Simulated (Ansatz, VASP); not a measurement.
# One calculation of OsF3, two programs

Contents of INCAR:

```
SYSTEM = OsF3
  ALGO = Normal
  EDIFF = 1E-6
  ENCUT = 520
  GGA = PE
  ISIF = 2
  ISMEAR = 0
  LASPH = .TRUE.
  LCHARG = .FALSE.
  LREAL = .FALSE.
  LWAVE = .FALSE.
  NBANDS = 22
  NELM = 80
  PREC = Accurate
  SIGMA = 0.05
```

File KPOINTS:

```
k-points
0
G
  10 10 10
  0 0 0
```

File POSCAR:

```
OsF3
1.0
    4.0301740801      0.0000000000      0.0000000000
    0.0000000000      4.0301740801      0.0000000000
    0.0000000000      0.0000000000      4.0301740801
Os F
1 3
Direct
    0.0000000000      0.0000000000      0.0000000000
    0.5000000000      0.0000000000      0.0000000000
    0.0000000000      0.0000000000      0.5000000000
    0.0000000000      0.5000000000      0.0000000000
```

Input for Ansatz:

```yaml
crystal:
  lattice:
    - [4.0301740801, 0.0, 0.0]
    - [0.0, 4.0301740801, 0.0]
    - [0.0, 0.0, 4.0301740801]
  atoms:
    - { symbol: Os, position: [0.0, 0.0, 0.0] }
    - { symbol: F, position: [0.5, 0.0, 0.0] }
    - { symbol: F, position: [0.0, 0.0, 0.5] }
    - { symbol: F, position: [0.0, 0.5, 0.0] }
basis:
  ecutwfc: 420
  ecutrho_ratio: 4
kpoints:
  mp_grid: { grid: [10, 10, 10] }
hamiltonian:
  xc: pbe
scf:
  occupations: { method: gaussian, width: 0.05 }
output:
  forces: true
  stress: true
  eigenvalues: true
```

Alike in both runs: task single point; functional PBE; k mesh 10 × 10 × 10; occupations gaussian, width 0.05 eV; no spin polarisation.

```csv
,VASP,Ansatz
version,VASP 6.6.1,Ansatz 0.2.0
potentials or method,"VASP PAW PBE potentials, release 64 (Os, F), cutoff 520 eV","scalar-relativistic, plane waves, PAW"
valence electrons in the cell,29,37
```

|  | VASP | Ansatz | Ansatz less VASP |
| --- | --- | --- | --- |
| gap on the k mesh at the Fermi level (eV) | none | none | - |
| pressure (GPa) | 0.9 | 0.0 | -0.92 |

A gap of «none» marks a metal or a gap that the smearing closes. VASP's potentials hold 29 valence electrons a cell and Ansatz's 37, so a difference there can come from the potentials and not from the codes.

Spin-orbit coupling is off throughout.
